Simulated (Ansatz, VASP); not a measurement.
## Mo in VASP and in Ansatz

```
CELL_PARAMETERS angstrom
-1.56455 1.56455 1.56455
1.56455 -1.56455 1.56455
1.56455 1.56455 -1.56455
ATOMIC_POSITIONS crystal
Mo 0.00000 0.00000 0.00000
```

Alike in both runs: task single point; functional PBEsol; k mesh 16 × 16 × 16; occupations fermi-dirac, width 0.08 eV; non-collinear spin, spin-orbit coupling.

```csv
,VASP,Ansatz
version,VASP 6.6.1,Ansatz 0.2.0
potentials or method,"VASP PAW PBE potentials, release 64 (Mo_sv), cutoff 520 eV",all-electron LAPW
```

Ansatz gave:

| Quantity | Value |
| --- | --- |
| pressure (GPa) | 0.1 |
| net moment per atom (μB) | 0.00 |

Question: Which values does VASP return?

Answer: Pressure (GPa): 0.7; net moment per atom (μB): 0.00.

VASP's potentials were made for PBE, not for PBEsol. Ansatz ran all-electron here, and VASP with PAW potentials. Ansatz's warnings: optics on partly filled bands.
